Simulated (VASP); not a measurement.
# Ti (P6_3/mmc) in VASP: a series of runs

Runs on Ti. Level: PBEsol. Tasks: relaxation of shape and atoms at fixed volume, single point.

All numbers are computed with VASP 6.6.1; they aren't measurements. Logs are shortened: lines on timing, memory, paths and dates and some standing lists are left out, and cuts for length are marked.

### Step 1. The cell of the first run

The structure is hexagonal, space group P6_3/mmc (No. 194). The conventional cell has a = 2.378 Å, b = 2.378 Å, c = 3.758 Å, α = 90.00°, β = 90.00°, γ = 120.00°. Ti (site symmetry -6m2) has 12 Ti at 2.33 to 2.38 Å within 3.1 Å.

### Step 2. Relaxation of shape and atoms at fixed volume, PBEsol

The input, INCAR:

```
SYSTEM = Ti
  PREC = Accurate
  ENCUT = 600
  EDIFF = 1E-6
  ISMEAR = -1
  SIGMA = 0.05
  LREAL = .False.
  LASPH = .True.
  NELM = 60
  ALGO = Normal
  ISIF = 4
  LWAVE = .False.
  LCHARG = .False.
  GGA = PS
  IBRION = 2
  NSW = 50
  EDIFFG = -0.005
```

The input, KPOINTS:

```
Automatic mesh
0
Gamma
  15 15 8
  0 0 0
```

The input, POSCAR:

```
Ti
1.0
    2.3778539096      0.0000000000      0.0000000000
   -1.1889269548      2.0592818922      0.0000000000
    0.0000000000      0.0000000000      3.7582876881
Ti
2
Direct
    0.3333333333      0.6666666667      0.2500000000
    0.6666666667      0.3333333333      0.7500000000
```

Potentials or basis: VASP PAW PBE potentials, release 64 (Ti_sv).

The run is started by

```
$ cat potpaw_PBE.64/Ti_sv/POTCAR > POTCAR
$ mpirun -np 1 vasp_std > vasp.out
```

OUTCAR:

```text
SYSTEM = Ti
   PREC = Accurate
   ENCUT = 600
   EDIFF = 1E-6
   ISMEAR = -1
   LREAL = .False.
   LASPH = .True.
   NELM = 60
   ISIF = 4
   GGA = PS
   IBRION = 2
   NSW = 50
   EDIFFG = -0.005

 ion  position               nearest neighbor table
   1  0.333  0.667  0.250-   2 2.33   2 2.33   2 2.33   2 2.33   2 2.33   2 2.33
   2  0.667  0.333  0.750-   1 2.33   1 2.33   1 2.33   1 2.33   1 2.33   1 2.33

  LATTYP: Found a hexagonal cell.
 ALAT       =     2.3778539096
 C/A-ratio  =     1.5805376743

  Lattice vectors:

 A1 = (   2.3778539096,   0.0000000000,   0.0000000000)
 A2 = (  -1.1889269548,   2.0592818922,   0.0000000000)
 A3 = (   0.0000000000,   0.0000000000,   3.7582876881)

Analysis of symmetry for initial positions (statically):
=====================================================================
 Subroutine PRICEL returns:
 Original cell was already a primitive cell.

 Routine SETGRP: Setting up the symmetry group for a
 hexagonal supercell.

 Subroutine GETGRP returns: Found 24 space group operations
 (whereof 12 operations were pure point group operations)
 out of a pool of 24 trial point group operations.

The static configuration has the point symmetry D_3d.
 The point group associated with its full space group is D_6h.

Analysis of symmetry for dynamics (positions and initial velocities):
=====================================================================
 Subroutine PRICEL returns:
 Original cell was already a primitive cell.

 Routine SETGRP: Setting up the symmetry group for a
 hexagonal supercell.

 Subroutine GETGRP returns: Found 24 space group operations
 (whereof 12 operations were pure point group operations)
 out of a pool of 24 trial point group operations.

The dynamic configuration has the point symmetry D_3d.
 The point group associated with its full space group is D_6h.

 Subroutine INISYM returns: Found 24 space group operations
 (whereof 12 operations are pure point group operations),
 and found     1 'primitive' translations

----------------------------------------------------------------------------------------

                                     Primitive cell

  volume of cell :      18.4031

  direct lattice vectors                    reciprocal lattice vectors
     2.377853910  0.000000000  0.000000000     0.420547283  0.242803087  0.000000000
    -1.188926955  2.059281892  0.000000000     0.000000000  0.485606174  0.000000000
     0.000000000  0.000000000  3.758287688     0.000000000  0.000000000  0.266078620

  length of vectors
     2.377853910  2.377853910  3.758287688     0.485606174  0.485606174  0.266078620

  position of ions in fractional coordinates (direct lattice)
     0.333333333  0.666666667  0.250000000
     0.666666667  0.333333333  0.750000000

  ion indices of the primitive-cell ions
   primitive index   ion index
                 1           1
                 2           2

----------------------------------------------------------------------------------------

 KPOINTS: Automatic mesh

Automatic generation of k-mesh.
 Grid dimensions read from file:
 generate k-points for:   15   15    8

 Generating k-lattice:

  Cartesian coordinates                     Fractional coordinates (reciprocal lattice)
     0.028036486  0.016186872  0.000000000     0.066666667  0.000000000  0.000000000
     0.000000000  0.032373745  0.000000000     0.000000000  0.066666667  0.000000000
     0.000000000  0.000000000  0.033259827     0.000000000  0.000000000  0.125000000

  Length of vectors
     0.032373745  0.032373745  0.033259827

  Shift w.r.t. Gamma in fractional coordinates (k-lattice)
     0.000000000  0.000000000  0.000000000

 Subroutine IBZKPT returns following result:
 ===========================================

 Found    135 irreducible k-points:

 Following reciprocal coordinates:
            Coordinates               Weight
  0.000000  0.000000  0.000000      1.000000
  0.066667  0.000000  0.000000      6.000000
  0.133333  0.000000  0.000000      6.000000
  0.200000  0.000000  0.000000      6.000000
  0.266667  0.000000  0.000000      6.000000
  0.333333  0.000000  0.000000      6.000000
[... 16 lines left out ...]
  0.333333  0.200000  0.000000     12.000000
  0.400000  0.200000  0.000000      6.000000
 [... further k-points ...]
   k-points           NKPTS =    135   k-points in BZ     NKDIM =    135   number of bands    NBANDS=     16
   number of dos      NEDOS =    301   number of ions     NIONS =      2
   total plane-waves  NPLWV =  12000
   dimension x,y,z NGX =    20 NGY =   20 NGZ =   30
   dimension x,y,z NGXF=    40 NGYF=   40 NGZF=   60
   ions per type =               2
   NGX,Y,Z   is equivalent  to a cutoff of  13.98, 13.98, 13.27 a.u.
   NGXF,Y,Z  is equivalent  to a cutoff of  27.97, 27.97, 26.54 a.u.
 SYSTEM =  Ti
   PREC   = accura    normal or accurate (medium, high low for compatibility)
   ISTART =      0    job   : 0-new  1-cont  2-samecut
   ICHARG =      2    charge: 1-file 2-atom 10-const
   ISPIN  =      1    spin polarized calculation?
   LNONCOLLINEAR =      F non collinear calculations
   LSORBIT =      F    spin-orbit coupling
   LASPH  =      T    aspherical Exc in radial PAW
   ENCUT  =  600.0 eV  44.10 Ry    6.64 a.u.   4.75  4.75  7.51*2*pi/ulx,y,z
   NELM   =     60;   NELMIN=  2; NELMDL= -5     # of ELM steps
   EDIFF  = 0.1E-05   stopping-criterion for ELM
   LREAL  =      F    real-space projection
   EDIFFG = -.5E-02   stopping-criterion for IOM
   NSW    =     50    number of steps for IOM
   IBRION =      2    ionic relax: 0-MD 1-quasi-New 2-CG
   NFREE  =      1    steps in history (QN), initial steepest desc. (CG)
   ISIF   =      4    stress and relaxation
   ISYM   =      2    0-nonsym 1-usesym 2-fastsym
   POTIM  = 0.5000    time-step for ionic-motion
   TEBEG  =    0.0;   TEEND  =   0.0 temperature during run
   PSTRESS=    0.0 pullay stress
   NELECT =      24.0000    total number of electrons
   NUPDOWN=      -1.0000    fix difference up-down
   EMIN   =  10.00;   EMAX   =-10.00  energy-range for DOS
   EFERMI =   0.00;   METHOD = LEGACY
   ISMEAR =    -1;   SIGMA  =   0.05  broadening in eV -4-tet -1-fermi 0-gaus
   EFERMI_NEDOS =   21; number of points for ismear=-14 and -15
   IALGO  =     38    algorithm
   IMIX   =      4    mixing-type and parameters
     AMIX     =   0.40;   BMIX     =  1.00
     AMIX_MAG =   1.60;   BMIX_MAG =  1.00
  volume/ion in A,a.u.               =       9.20        62.10
  Fermi-wavevector in a.u.,A,eV,Ry     =   1.788607  3.379977 43.526600  3.199115
  Thomas-Fermi vector in A             =   2.851749
   LORBIT       =      0    0 simple, 1 ext, 2 COOP (PROOUT), +10 PAW based schemes
   GGA     = PS    functional components
   LHFCALC =     F    Hartree Fock is set to
   AEXX    =    0.0000 exact exchange contribution
   IVDW    =     0    specifies the selected vdW correction
   LEPSILON=     F    determine dielectric tensor
   LRPA    =     F    only Hartree local field effects (RPA)
 conjugate gradient relaxation of ions
 non-spin polarized calculation
  energy-cutoff  :      600.00
  volume of cell :       18.40
 maximum number of plane-waves:       640
 NGX is ok and might be reduce to    20
   NGX =  9   NGY =  9   NGZ = 15

--------------------------------------- Ionic step        1  -------------------------------------------

 number of electron      23.9999995 magnetization

 Free energy of the ion-electron system (eV)
  ---------------------------------------------------
  ext. energy  EPLUGINS =         0.00000000
  ---------------------------------------------------
  free energy    TOTEN  =       -11.11707778 eV

  energy without entropy =      -11.10416579  energy(sigma->0) =      -11.11062179

------------------------ aborting loop because EDIFF is reached ----------------------------------------

  FORCE on cell =-STRESS in cart. coord.  units (eV):
  Direction    XX          YY          ZZ          XY          YZ          ZX
  --------------------------------------------------------------------------------------
  -------------------------------------------------------------------------------------
  Total       19.5424357     19.5424357     22.5353016      0.0000000      0.0000000      0.0000000
  in kB     1701.3680903   1701.3680903   1961.9275564      0.0000000      0.0000000      0.0000000
  external PRESSURE =    1788.2212456 kB  Pullay stress =       0.0000000 kB
[... 201 lines left out ...]
  energy  without entropy=      -11.3497939044  energy(sigma->0) =      -11.35314355

--------------------------------------- Ionic step        7  -------------------------------------------

 number of electron      23.9999996 magnetization

 Free energy of the ion-electron system (eV)
  ---------------------------------------------------
  ext. energy  EPLUGINS =         0.00000000
  ---------------------------------------------------
  free energy    TOTEN  =       -11.35705957 eV

  energy without entropy =      -11.35065886  energy(sigma->0) =      -11.35385922

 E-fermi :  16.5580     XC(G=0): -15.0269

 val. band max:       16.5160485690   @ k =   0.1333   0.1333   0.3750
 cond. band min:      16.5819566609   @ k =   0.4000   0.0000   0.0000
 fundamental gap:      0.0659080920
 Fermi energy:        16.5579948632

 k-point     1 :       0.0000    0.0000    0.0000
  band No.  band energies     occupation
      1     -40.0465      2.00000
      2     -39.3314      2.00000
      3     -17.4165      2.00000
      4     -14.2609      2.00000
      5     -13.3740      2.00000
      6     -13.3740      2.00000
[... 8 lines left out ...]
     15      18.4320      0.00000
     16      19.1160      0.00000
[... 420 lines left out ...]
  band No.  band energies     occupation
      1     -38.3227      2.00000
      2     -38.1779      2.00000
      3     -17.5514      2.00000
      4     -17.1470      2.00000
      5     -15.6128      2.00000
      6     -15.1820      2.00000
[... 8 lines left out ...]
     15      18.6512      0.00000
     16      21.6163      0.00000

 [... further k-points ...]

------------------------ aborting loop because EDIFF is reached ----------------------------------------

  FORCE on cell =-STRESS in cart. coord.  units (eV):
  Direction    XX          YY          ZZ          XY          YZ          ZX
  --------------------------------------------------------------------------------------
  -------------------------------------------------------------------------------------
  Total       19.2871108     19.2871108     19.2933564      0.0000000      0.0000000      0.0000000
  in kB     1679.1394535   1679.1394535   1679.6832026      0.0000000      0.0000000      0.0000000
  external PRESSURE =    1679.3207032 kB  Pullay stress =       0.0000000 kB
[... 17 lines left out ...]
  FREE ENERGIE OF THE ION-ELECTRON SYSTEM (eV)
  ---------------------------------------------------
  free  energy   TOTEN  =       -11.3570595728 eV

  energy  without entropy=      -11.3506588591  energy(sigma->0) =      -11.35385922

 reached required accuracy - stopping structural energy minimisation
```

Wall time 96 s (1 thread of AMD EPYC 9R45 (Zen 5), shared host); peak memory 0.14 GiB.

What came out:

```yaml
Free_energy: -11.3571 eV
Energy_gained_by_relaxing: 120.0 meV/atom
Ionic_steps: 7
Pressure_after_relaxing: 167.9 GPa
Band_gap_on_the_k_mesh: zero (band 12 reaches 17.88 eV, above the bottom of band 13 at 16.18 eV)
```

Step by step:
| step | energy change (eV) | largest force (eV/Å) | pressure (GPa) | volume (Å³) |
| --- | --- | --- | --- | --- |
| 1 | 0.0000 | 0.0000 | 178.82 | 18.40 |
| 2 | -0.1266 | 0.0000 | 174.02 | 18.40 |
| 3 | -0.0952 | 0.0000 | 169.44 | 18.40 |
| 4 | -0.2087 | 0.0000 | 169.95 | 18.40 |
| 5 | -0.2391 | 0.0000 | 167.75 | 18.40 |
| 6 | -0.2394 | 0.0000 | 167.97 | 18.40 |
| 7 | -0.2400 | 0.0000 | 167.93 | 18.40 |

Final structure:
```
Ti
1.0
     2.22977    0.00000    0.00000
    -1.11488    1.93103    0.00000
     0.00000    0.00000    4.27407
Ti
2
Direct
  0.33333 0.66667 0.25000
  0.66667 0.33333 0.75000
```

Caveat: the PAW data sets were made with another functional, which shifts forces and pressure a little.

### Step 3. Single point, PBEsol

This run uses another cell than the first one, of 7.53 Å³/atom, 0.818 times its volume.

The input, INCAR:

```
  PREC = Accurate
  ENCUT = 520
  EDIFF = 1E-7
  ISMEAR = -1
  SIGMA = 0.05
  LREAL = False
  LASPH = True
  NELM = 80
  ALGO = Normal
  ISIF = 2
  LWAVE = False
  LCHARG = False
  GGA = PS
  NBANDS = 19
```

The input, KPOINTS:

```
Automatic mesh
0
Gamma
  15 15 8
```

The input, POSCAR:

```
Ti
1.0
    2.0794557187      0.0000000000      0.0000000000
   -1.0397278594      1.8008614784      0.0000000000
    0.0000000000      0.0000000000      4.0207848063
Ti
2
Direct
    0.3333333333      0.6666666667      0.2500000000
    0.6666666667      0.3333333333      0.7500000000
```

Potentials or basis: VASP PAW PBE potentials, release 64 (Ti_sv).

The run is started by

```
$ cat potpaw_PBE.64/Ti_sv/POTCAR > POTCAR
$ mpirun -np 1 vasp_std > vasp.out
```

Run time: 31 s. Hardware: 1 thread of AMD EPYC 7R43 (Zen 3), shared host; peak memory 0.11 GiB.

It converged, with:

```yaml
Free_energy: -6.5057 eV
Pressure: 314.3 GPa
Band_gap_on_the_k_mesh: zero (band 12 reaches 21.49 eV, above the bottom of band 13 at 19.50 eV)
```

Stress tensor (GPa, compression positive):
```
318.34   0.00   0.00
  0.00 318.34   0.00
  0.00   0.00 306.17
```

Levels at points of the mesh, in eV from the Fermi level:
| k point | band 9 | band 10 | band 11 | band 12 | band 13 | band 14 | band 15 | band 16 |
| --- | --- | --- | --- | --- | --- | --- | --- | --- |
| (0.00, 0.00, 0.00) | -5.44 | -3.46 | -1.41 | 1.13 | 1.13 | 1.82 | 1.82 | 4.84 |
| (0.00, 0.00, 0.50) | -2.54 | -2.54 | -0.70 | -0.70 | 1.28 | 1.28 | 1.28 | 1.28 |

Caveat: the PAW data sets were made with another functional, which shifts forces and pressure a little.
